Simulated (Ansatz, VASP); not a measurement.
One calculation of PbS, two programs

Contents of INCAR:

```
PREC = Accurate ; ENCUT = 520
EDIFF = 1E-7 ; ISMEAR = -1
SIGMA = 0.06 ; LREAL = False
LASPH = True ; NELM = 60
ALGO = Normal ; ISIF = 2
LWAVE = False ; LCHARG = True
GGA = PS ; LELF = True
LVHAR = True ; NBANDS = 17
```

File KPOINTS:

```
Automatic mesh
0
Gamma
  8 8 8
```

POSCAR

```
PbS
1.0
    0.0000000000      2.8837260000      2.8837260000
    2.8837260000      0.0000000000      2.8837260000
    2.8837260000      2.8837260000      0.0000000000
Pb S
1 1
Direct
    0.0000000000      0.0000000000      0.0000000000
    0.5000000000      0.5000000000      0.5000000000
```

Input for Ansatz:

```yaml
crystal:
  atoms:
  - position: [0.0, 0.0, 0.0]
    symbol: Pb
  - position: [0.5, 0.5, 0.5]
    symbol: S
  lattice:
  - [0.0, 2.883726, 2.883726]
  - [2.883726, 0.0, 2.883726]
  - [2.883726, 2.883726, 0.0]
hamiltonian:
  dispersion: none
  pseudopotentials:
    kind: all_electron
    lapw: {}
    relativity: scalar
  xc: pbesol
kpoints:
  mp_grid:
    grid: [8, 8, 8]
    shift: [0, 0, 0]
magnetization: {spin_polarized: false}
output: {forces: true, stress: true}
scf:
  occupations: {method: fermi_dirac, width: 0.06}
```

Alike in both runs: task single point; functional PBEsol; k mesh 8 × 8 × 8; occupations fermi-dirac, width 0.06 eV; no spin polarisation.

```csv
,VASP,Ansatz
version,VASP 6.6.1,Ansatz 0.2 development build
potentials or method,"VASP PAW PBE potentials, release 64 (Pb_d, S), cutoff 520 eV","all-electron full-potential LAPW, scalar-relativistic"
```

|  | VASP | Ansatz | Ansatz less VASP |
| --- | --- | --- | --- |
| pressure (GPa) | 4.7 | 4.7 | +0.05 |

VASP's potentials were made for PBE, not for PBEsol. Ansatz ran all-electron here, and VASP with PAW potentials.

Spin-orbit coupling is off throughout.
